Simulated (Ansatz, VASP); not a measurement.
**SiC: VASP beside Ansatz**

The input POSCAR:

```
SiC
1.0
    0.0000000000      2.1236913609      2.1781449855
    2.1236913609      0.0000000000      2.1781449855
    2.1236913609      2.1236913609      0.0000000000
Si C
1 1
Direct
    0.0000000000      0.0000000000      0.0000000000
    0.7500000000      0.7500000000      0.7500000000
```

INCAR.step1

```
  ALGO = Normal
  EDIFF = 1E-4
  ENCUT = 520
  GGA = PE
  ISMEAR = 0
  LASPH = T
  LCHARG = F
  LREAL = F
  LWAVE = T
  NBANDS = 11
  NELM = 80
  PREC = Accurate
  SIGMA = 0.05
```

Contents of INCAR.step2:

```
  ALGO = Normal
  EDIFF = 1E-6
  ENCUT = 520
  ISIF = 2
  ISMEAR = 0
  ISTART = 1
  LASPH = T
  LCHARG = F
  LMIXTAU = T
  LREAL = F
  LWAVE = F
  METAGGA = R2SCAN
  NBANDS = 11
  NELM = 80
  PREC = Accurate
  SIGMA = 0.05
```

Contents of KPOINTS:

```
k-points
0
Gamma
  10 10 10
```

Input for Ansatz:

```yaml
crystal:
  lattice:
    - [0.0, 2.1236913609, 2.1781449855]
    - [2.1236913609, 0.0, 2.1781449855]
    - [2.1236913609, 2.1236913609, 0.0]
  atoms:
    - { symbol: Si, position: [0.0, 0.0, 0.0] }
    - { symbol: C, position: [0.75, 0.75, 0.75] }
basis:
  ecutwfc: 500
kpoints:
  mp_grid: { grid: [10, 10, 10] }
hamiltonian:
  xc: r2scan
scf:
  occupations: { method: gaussian, width: 0.05 }
output:
  forces: true
  stress: true
  eigenvalues: true
```

Change from the starting cell: strain -0.025 along x and y, +0.000 along z, atoms carried along.

Alike in both runs: task single point; functional r2SCAN; k mesh 10 × 10 × 10; occupations gaussian, width 0.05 eV; no spin polarisation.

|  | VASP | Ansatz |
| --- | --- | --- |
| version | VASP 6.6.1 | Ansatz 0.2.0 |
| potentials or method | VASP PAW PBE potentials, release 64 (Si, C), cutoff 520 eV | scalar-relativistic, plane waves, PAW |
| valence electrons in the cell | 8 | 8 |

|  | VASP | Ansatz | Ansatz less VASP |
| --- | --- | --- | --- |
| gap on the k mesh at the Fermi level (eV) | 1.55 | 1.54 | -0.012 |
| least direct gap on the mesh (eV) | 5.09 | 5.08 | -0.014 |
| pressure (GPa) | 12.4 | 12.6 | +0.23 |
| traceless stress, the component that is largest in VASP (GPa) | -5.05 | -5.03 | +0.025 |

VASP's potentials were made for PBE, not for r2SCAN.
